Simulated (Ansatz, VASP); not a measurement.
BP: VASP beside Ansatz

Contents of INCAR:

```
PREC = Accurate ; ENCUT = 520
EDIFF = 1E-7 ; ISMEAR = -1
SIGMA = 0.08 ; LREAL = F
LASPH = T ; NELM = 60
ALGO = Normal ; ISIF = 2
LWAVE = F ; LCHARG = T
GGA = PE ; LELF = T
LVHAR = T ; NBANDS = 11
```

Contents of KPOINTS:

```
regular mesh
0
Gamma
  17 17 17
```

Contents of POSCAR:

```
BP
1.0
    0.0000000000      2.1160894249      2.1160894249
    2.1160894249      0.0000000000      2.1160894249
    2.1160894249      2.1160894249      0.0000000000
B P
1 1
Direct
    0.0000000000      0.0000000000      0.0000000000
    0.5000000000      0.5000000000      0.5000000000
```

Input for Ansatz:

```yaml
crystal:
  lattice:
    - [0.0, 2.1160894249, 2.1160894249]
    - [2.1160894249, 0.0, 2.1160894249]
    - [2.1160894249, 2.1160894249, 0.0]
  atoms:
    - { symbol: B, position: [0.0, 0.0, 0.0] }
    - { symbol: P, position: [0.5, 0.5, 0.5] }
kpoints:
  mp_grid: { grid: [17, 17, 17] }
scf:
  occupations: { method: fermi_dirac, width: 0.08 }
hamiltonian:
  xc: pbe
  pseudopotentials: { kind: paw }
output:
  forces: true
  stress: true
  eigenvalues: true
  populations: true
```

Change from the starting cell: volume scaled by 0.94, PAW files.

Alike in both runs: task single point; functional PBE; k mesh 17 × 17 × 17; occupations fermi-dirac, width 0.08 eV; no spin polarisation.

|  | VASP | Ansatz |
| --- | --- | --- |
| version | VASP 6.6.1 | Ansatz 0.2.0 |
| potentials or method | VASP PAW PBE potentials, release 64 (B, P) | PAW with Ansatz's default frozen-core files, scalar-relativistic |
| plane-wave cutoff (eV) | 520 | 420 |
| valence electrons in the cell | 8 | 8 |

|  | VASP | Ansatz | Ansatz less VASP |
| --- | --- | --- | --- |
| pressure (GPa) | 10.8 | 11.1 | +0.28 |

The functional is the same, so the differences come from potentials, cutoffs and numerics.
